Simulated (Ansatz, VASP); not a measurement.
**LiH in VASP and in Ansatz**

```
Li H
1.0
     3.25482    0.00000    0.00000
    -1.62741    2.81876    0.00000
     0.00000    0.00000    4.06907
Li H
2 2
Direct
  0.33333 0.66667 0.25000
  0.66667 0.33333 0.75000
  0.66667 0.33333 0.25000
  0.33333 0.66667 0.75000
```

Alike in both runs: task single point; functional r2SCAN; k mesh 9 × 9 × 6; no spin polarisation.

|  | VASP | Ansatz |
| --- | --- | --- |
| version | VASP 6.6.1 | Ansatz 0.2.0 |
| potentials or method | VASP PAW PBE potentials, release 64 (Li_sv, H) | plane waves, PAW |
| plane-wave cutoff (eV) | 520 | 500 |
| occupations | gaussian, width 0.01 eV | fixed |
| valence electrons in the cell | 8 | 8 |

Ansatz gave:

| Item | Value |
| --- | --- |
| gap on the k mesh at the Fermi level (eV) | 2.34 |

Which values does VASP return?

gap on the k mesh at the Fermi level (eV): 2.30.

VASP's potentials were made for PBE, not for r2SCAN.

Noted on VASP's run: the cutoff is under 1.25 times that of the potentials, so the pressure is a little rough.
